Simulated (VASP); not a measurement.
# Al (Pm) in VASP: notebook

The runs below take Al through single point, with PBEsol.

Everything below comes from runs of VASP 6.6.1. Logs are shortened: lines on timing, memory, paths and dates and some standing lists are left out, and cuts for length are marked.

## Step 1: The cell of the first run

It takes space group Pm (No. 6, monoclinic). Conventional cell: a = 2.836 Å, b = 9.322 Å, c = 2.836 Å, α = 90.00°, β = 120.00°, γ = 90.00°. Within 3.6 Å of Al (site symmetry 1) lie 12 Al at 2.75 to 2.95 Å. Within 3.6 Å of Al (site symmetry m) lie 12 Al at 2.75 to 2.95 Å. Al (site symmetry m) has 12 Al at 2.84 to 2.85 Å within 3.7 Å.

## Step 2: Single point, PBEsol (atom 2 (Al) moved -0.200 Å towards its neighbour atom 2 (Al) at 2.836 Å)

Contents of INCAR:

```
  PREC = Accurate
  ENCUT = 520
  EDIFF = 1E-6
  ISMEAR = 0
  SIGMA = 0.15
  LREAL = False
  LASPH = True
  NELM = 60
  ALGO = Fast
  ISIF = 2
  LWAVE = False
  LCHARG = False
  GGA = PS
  NBANDS = 14
```

Contents of KPOINTS:

```
regular mesh
0
Gamma
  18 18 6
```

Contents of POSCAR:

```
Al
1.0
    2.8362844918      0.0000000000      0.0000000000
   -1.4181422459      2.4562944222      0.0000000000
    0.0000000000      0.0000000000      9.3221494563
Al
4
Direct
    0.0000000000      0.0000000000      0.0000000000
    0.4038481215      0.7371814548      0.2500000000
    0.0000000000      0.0000000000      0.5000000000
    0.6666666667      0.3333333333      0.7500000000
```

Potentials or basis: VASP PAW PBE potentials, release 64 (Al).

Started as:

```sh
> cat potpaw_PBE.64/Al/POTCAR > POTCAR
> mpirun -np 1 vasp_std > vasp.out
```

OUTCAR:

```text
PREC = Accurate
   ENCUT = 520
   EDIFF = 1E-6
   ISMEAR = 0
   LREAL = False
   LASPH = True
   NELM = 60
   ISIF = 2
   GGA = PS

 ion  position               nearest neighbor table
   1  0.000  0.000  0.000-   2 2.75   4 2.85   4 2.85   4 2.85   2 2.86   2 2.95
   2  0.404  0.737  0.250-   1 2.75   3 2.75   1 2.86   3 2.86   1 2.95   3 2.95
   3  0.000  0.000  0.500-   2 2.75   4 2.85   4 2.85   4 2.85   2 2.86   2 2.95
   4  0.667  0.333  0.750-   1 2.85   3 2.85   1 2.85   3 2.85   1 2.85   3 2.85

  LATTYP: Found a hexagonal cell.
 ALAT       =     2.8362844918
 C/A-ratio  =     3.2867469689

  Lattice vectors:

 A1 = (   2.8362844918,   0.0000000000,   0.0000000000)
 A2 = (  -1.4181422459,   2.4562944222,   0.0000000000)
 A3 = (   0.0000000000,   0.0000000000,   9.3221494563)

Analysis of symmetry for initial positions (statically):
=====================================================================
 Subroutine PRICEL returns:
 Original cell was already a primitive cell.

 Routine SETGRP: Setting up the symmetry group for a
 hexagonal supercell.

 Subroutine GETGRP returns: Found  2 space group operations
 (whereof  1 operations were pure point group operations)
 out of a pool of 24 trial point group operations.

The static configuration has the point symmetry C_1 .
 The point group associated with its full space group is C_1h.

Analysis of symmetry for dynamics (positions and initial velocities):
=====================================================================
 Subroutine PRICEL returns:
 Original cell was already a primitive cell.

 Routine SETGRP: Setting up the symmetry group for a
 hexagonal supercell.

 Subroutine GETGRP returns: Found  2 space group operations
 (whereof  1 operations were pure point group operations)
 out of a pool of 24 trial point group operations.

The dynamic configuration has the point symmetry C_1 .
 The point group associated with its full space group is C_1h.

 Subroutine INISYM returns: Found  2 space group operations
 (whereof  1 operations are pure point group operations),
 and found     1 'primitive' translations

----------------------------------------------------------------------------------------

                                     Primitive cell

  volume of cell :      64.9451

  direct lattice vectors                    reciprocal lattice vectors
     2.836284492  0.000000000  0.000000000     0.352573941  0.203558660  0.000000000
    -1.418142246  2.456294422  0.000000000     0.000000000  0.407117319  0.000000000
     0.000000000  0.000000000  9.322149456     0.000000000  0.000000000  0.107271398

  length of vectors
[... 104 lines left out ...]
   IMIX   =      4    mixing-type and parameters
     AMIX     =   0.40;   BMIX     =  1.00
     AMIX_MAG =   1.60;   BMIX_MAG =  1.00
  volume/ion in A,a.u.               =      16.24       109.57
  Fermi-wavevector in a.u.,A,eV,Ry     =   0.932438  1.762052 11.829450  0.869440
  Thomas-Fermi vector in A             =   2.059035
   LORBIT       =      0    0 simple, 1 ext, 2 COOP (PROOUT), +10 PAW based schemes
   GGA     = PS    functional components
   LHFCALC =     F    Hartree Fock is set to
   AEXX    =    0.0000 exact exchange contribution
   IVDW    =     0    specifies the selected vdW correction
   LEPSILON=     F    determine dielectric tensor
   LRPA    =     F    only Hartree local field effects (RPA)
 non-spin polarized calculation
 RMM-DIIS sequential band-by-band and
 Gauss-broadening in eV      SIGMA  =   0.15
  energy-cutoff  :      520.00
  volume of cell :       64.95
 maximum number of plane-waves:      1772
 NGX is ok and might be reduce to    24
   NGX = 11   NGY = 11   NGZ = 35

 number of electron      12.0000000 magnetization

 Free energy of the ion-electron system (eV)
  ---------------------------------------------------
  ext. energy  EPLUGINS =         0.00000000
  ---------------------------------------------------
  free energy    TOTEN  =       -16.30306942 eV

  energy without entropy =      -16.28545314  energy(sigma->0) =      -16.29426128

 E-fermi :   8.1050     XC(G=0): -10.3159

 val. band max:        8.1032544745   @ k =   0.1667   0.3889  -0.1667
 cond. band min:       8.1102753603   @ k =   0.4444   0.3889   0.1667
 fundamental gap:      0.0070208858
 Fermi energy:         8.1049641148

 k-point     1 :       0.0000    0.0000    0.0000
  band No.  band energies     occupation
      1      -3.1248      2.00000
      2      -1.4350      2.00000
      3      -1.4293      2.00000
      4       3.4242      2.00000
      5       3.6413      2.00000
      6      11.4570      0.00000
      7      11.4680      0.00000
      8      18.9422      0.00000
      9      19.0239      0.00000
     10      19.1403      0.00000
     11      19.1943      0.00000
     12      19.9850      0.00000
     13      20.1146      0.00000
     14      20.2642      0.00000
[... 377 lines left out ...]
      1       1.6337      2.00000
      2       3.2487      2.00000
      3       3.2582      2.00000
      4       4.2295      2.00000
      5       5.8466      2.00000
      6       5.8780      2.00000
      7       7.9602      1.82771
      8       8.4111      0.00390
      9      10.5423      0.00000
     10      10.8409      0.00000
     11      13.9158      0.00000
     12      14.9068      0.00000
     13      15.3312      0.00000
     14      15.3609      0.00000

 [... further k-points ...]

------------------------ aborting loop because EDIFF is reached ----------------------------------------

  FORCE on cell =-STRESS in cart. coord.  units (eV):
  Direction    XX          YY          ZZ          XY          YZ          ZX
  --------------------------------------------------------------------------------------
  -------------------------------------------------------------------------------------
  Total        0.1315752     -0.0316118      0.2150244      0.0430841      0.0000000      0.0000000
  in kB        3.2459249     -0.7798555      5.3045932      1.0628720      0.0000000      0.0000000
  external PRESSURE =       2.5902208 kB  Pullay stress =       0.0000000 kB

 VOLUME and BASIS-vectors are now :
 -----------------------------------------------------------------------------
  energy-cutoff  :      520.00
  volume of cell :       64.95
      direct lattice vectors                 reciprocal lattice vectors
     2.836284492  0.000000000  0.000000000     0.352573941  0.203558660  0.000000000
    -1.418142246  2.456294422  0.000000000     0.000000000  0.407117319  0.000000000
     0.000000000  0.000000000  9.322149456     0.000000000  0.000000000  0.107271398

 POSITION                                       TOTAL-FORCE (eV/Angst)
 -----------------------------------------------------------------------------------
      0.00000      0.00000      0.00000         0.074449      0.078286     -0.039278
      0.10000      1.81073      2.33054        -0.156249     -0.176723      0.000000
      0.00000      0.00000      4.66107         0.074449      0.078286      0.039278
      1.41814      0.81876      6.99161         0.007350      0.020152      0.000000
 -----------------------------------------------------------------------------------
    total drift:                                0.000002      0.000003      0.000000

  FREE ENERGIE OF THE ION-ELECTRON SYSTEM (eV)
  ---------------------------------------------------
  free  energy   TOTEN  =       -16.3030694240 eV

  energy  without entropy=      -16.2854531374  energy(sigma->0) =      -16.29426128
```

OSZICAR:

```text
N       E                     dE             d eps       ncg     rms          rms(c)
DAV:   1     0.460381687995E+01    0.46038E+01   -0.41328E+03 18392   0.657E+02
DAV:   2    -0.157392859984E+02   -0.20343E+02   -0.18803E+02 23910   0.890E+01
DAV:   3    -0.164152124421E+02   -0.67593E+00   -0.66788E+00 24072   0.131E+01
DAV:   4    -0.164197832201E+02   -0.45708E-02   -0.45678E-02 21668   0.135E+00
DAV:   5    -0.164198350290E+02   -0.51809E-04   -0.51809E-04 24178   0.148E-01    0.283E+00
RMM:   6    -0.163499139788E+02    0.69921E-01   -0.76547E-03 18428   0.445E-01    0.163E+00
RMM:   7    -0.163035244985E+02    0.46389E-01   -0.18809E-02 19042   0.688E-01    0.204E-01
RMM:   8    -0.163031248191E+02    0.39968E-03   -0.88009E-04 19831   0.188E-01    0.947E-02
RMM:   9    -0.163030734990E+02    0.51320E-04   -0.18284E-04 21123   0.892E-02    0.242E-02
RMM:  10    -0.163030746380E+02   -0.11390E-05   -0.32200E-05 21413   0.400E-02    0.900E-03
RMM:  11    -0.163030702463E+02    0.43918E-05   -0.58176E-06 21441   0.151E-02    0.131E-02
RMM:  12    -0.163030687728E+02    0.14735E-05   -0.13685E-06 15324   0.859E-03    0.132E-02
RMM:  13    -0.163030694240E+02   -0.65121E-06   -0.42997E-07 11447   0.459E-03
   1 F= -.16303069E+02 E0= -.16294261E+02  d E =-.176163E-01
```

stdout:

```text
POSCAR found type information on POSCAR Al
 POSCAR found :  1 types and       4 ions
 scaLAPACK will be used
 -----------------------------------------------------------------------------
|                                                                             |
|                                                                             |
|     You enforced a specific xc type in the INCAR file but a different       |
|     I HOPE YOU KNOW WHAT YOU ARE DOING!                                     |
|                                                                             |
 -----------------------------------------------------------------------------

 LDA part: xc-table for (Slater+PW92), standard interpolation
 POSCAR, INCAR and KPOINTS ok, starting setup
 FFT: planning ... GRIDC
 FFT: planning ... GRID_SOFT
 FFT: planning ... GRID
 WAVECAR not read
 entering main loop
```

It took 6.8 min on 1 thread of AMD EPYC 7R13 (Zen 3), shared host; peak memory 0.5 GiB.

What came out:

| Item | Value |
| --- | --- |
| Free energy | -16.3031 eV |
| Pressure | 0.3 GPa |
| Largest force | 0.236 eV/Å |
| Band gap on the k mesh | zero (bands 6 and 7 overlap by 5.49 eV) |

Forces in eV/Å, atoms in the order of the input:
```
Al   0.074  0.078 -0.039
Al  -0.156 -0.177  0.000
Al   0.074  0.078  0.039
Al   0.007  0.020  0.000
```

Stress tensor (GPa, compression positive):
```
 0.32  0.11  0.00
 0.11 -0.08  0.00
 0.00  0.00  0.53
```

Levels at points of the mesh, in eV from the Fermi level:
| k point | band 2 | band 3 | band 4 | band 5 | band 6 | band 7 | band 8 | band 9 | band 10 | band 11 |
| --- | --- | --- | --- | --- | --- | --- | --- | --- | --- | --- |
| (0.00, 0.00, 0.00) | -9.54 | -9.53 | -4.68 | -4.46 | 3.35 | 3.36 | 10.84 | 10.92 | 11.04 | 11.09 |
| (0.50, 0.00, 0.00) | -5.21 | -3.95 | -3.92 | -3.27 | -3.21 | 0.87 | 1.20 | 1.35 | 1.59 | 5.76 |
| (0.00, 0.50, 0.00) | -5.17 | -3.91 | -3.83 | -3.39 | -3.28 | 0.73 | 1.21 | 1.40 | 1.69 | 5.75 |
| (0.50, 0.50, 0.00) | -5.19 | -3.94 | -3.88 | -3.32 | -3.24 | 0.82 | 1.27 | 1.30 | 1.63 | 5.77 |
| (0.00, 0.00, 0.50) | -10.80 | -7.45 | -7.45 | -0.95 | -0.95 | 8.19 | 8.23 | 11.17 | 11.19 | 11.21 |
| (0.50, 0.00, 0.50) | -4.87 | -4.82 | -4.81 | -1.81 | -1.78 | -1.27 | -1.22 | 4.57 | 4.59 | 4.63 |
| (0.00, 0.50, 0.50) | -4.89 | -4.78 | -4.78 | -1.93 | -1.89 | -1.20 | -1.15 | 4.51 | 4.55 | 4.72 |
| (0.50, 0.50, 0.50) | -4.88 | -4.80 | -4.80 | -1.86 | -1.86 | -1.20 | -1.20 | 4.54 | 4.56 | 4.72 |

Caveat: the cell differs from its parent crystal (atom 2 (Al) moved -0.200 Å towards its neighbour atom 2 (Al) at 2.836 Å); the PAW data sets were made with another functional, which shifts forces and pressure a little.

## Step 3: Single point, PBEsol (atom 2 (Al) moved +0.133 Å towards its neighbour atom 2 (Al) at 2.836 Å)

Contents of INCAR:

```
SYSTEM = Al
ALGO     = Fast           ! electronic algorithm
EDIFF    = 1E-7           ! SCF threshold, eV
ENCUT    = 520            ! plane-wave cutoff, eV
GGA      = PS             ! functional
ISIF     = 2              ! what is computed and relaxed
ISMEAR   = 0              ! smearing method
LASPH    = .True.         ! aspherical terms in the spheres
LCHARG   = .False.        ! write CHGCAR
LREAL    = .False.        ! projectors in reciprocal space
LWAVE    = .False.        ! write WAVECAR
NBANDS   = 14             ! bands
NELM     = 100            ! most SCF steps
PREC     = Accurate       ! precision mode
SIGMA    = 0.15           ! smearing width, eV
```

Contents of KPOINTS:

```
k-points
0
Gamma
  18 18 6
  0 0 0
```

POSCAR, as its differences from that of step 2:

```diff
@@ -9,3 +9,3 @@
     0.0000000000      0.0000000000      0.0000000000
-    0.4038481215      0.7371814548      0.2500000000
+    0.2863352270      0.6196685604      0.2500000000
     0.0000000000      0.0000000000      0.5000000000
```

Potentials or basis: VASP PAW PBE potentials, release 64 (Al).

Started as:

```sh
> cat potpaw_PBE.64/Al/POTCAR > POTCAR
> mpirun -np 1 vasp_std > vasp.out
```

Run time: 8.4 min. Hardware: 1 thread of AMD EPYC 7R13 (Zen 3), shared host; peak memory 0.5 GiB.

The run converged. Its results:

* Free energy: -16.3160 eV
* Pressure: 0.2 GPa
* Largest force: 0.158 eV/Å
* Band gap on the k mesh: zero (bands 6 and 7 overlap by 5.47 eV)

Forces on the atoms (eV/Å):
```
Al  -0.026 -0.067 -0.018
Al   0.060  0.146  0.000
Al  -0.026 -0.067  0.018
Al  -0.009 -0.012  0.000
```

Stress tensor (GPa, compression positive):
```
-0.04 -0.08  0.00
-0.08  0.23  0.00
 0.00  0.00  0.27
```

Levels at points of the mesh, in eV from the Fermi level:
```csv
k point,band 3,band 4,band 5,band 6,band 7,band 8,band 9,band 10
"(0.00, 0.00, 0.00)",-9.54,-4.68,-4.46,3.35,3.36,10.85,10.91,11.04
"(0.50, 0.00, 0.00)",-3.92,-3.84,-3.37,-3.27,0.77,1.24,1.35,1.67
"(0.00, 0.50, 0.00)",-3.95,-3.91,-3.28,-3.22,0.87,1.21,1.34,1.60
"(0.50, 0.50, 0.00)",-3.94,-3.88,-3.32,-3.24,0.83,1.27,1.30,1.63
"(0.00, 0.00, 0.50)",-7.45,-7.45,-0.95,-0.95,8.21,8.23,11.18,11.20
"(0.50, 0.00, 0.50)",-4.79,-4.79,-1.91,-1.88,-1.20,-1.17,4.53,4.55
"(0.00, 0.50, 0.50)",-4.81,-4.81,-1.83,-1.81,-1.25,-1.22,4.58,4.58
"(0.50, 0.50, 0.50)",-4.80,-4.80,-1.86,-1.86,-1.20,-1.20,4.55,4.56
```

Caveat: the cell differs from its parent crystal (atom 2 (Al) moved +0.133 Å towards its neighbour atom 2 (Al) at 2.836 Å); the PAW data sets were made with another functional, which shifts forces and pressure a little.

The gap in the log of VASP goes by the Fermi energy; the results here count the filled bands.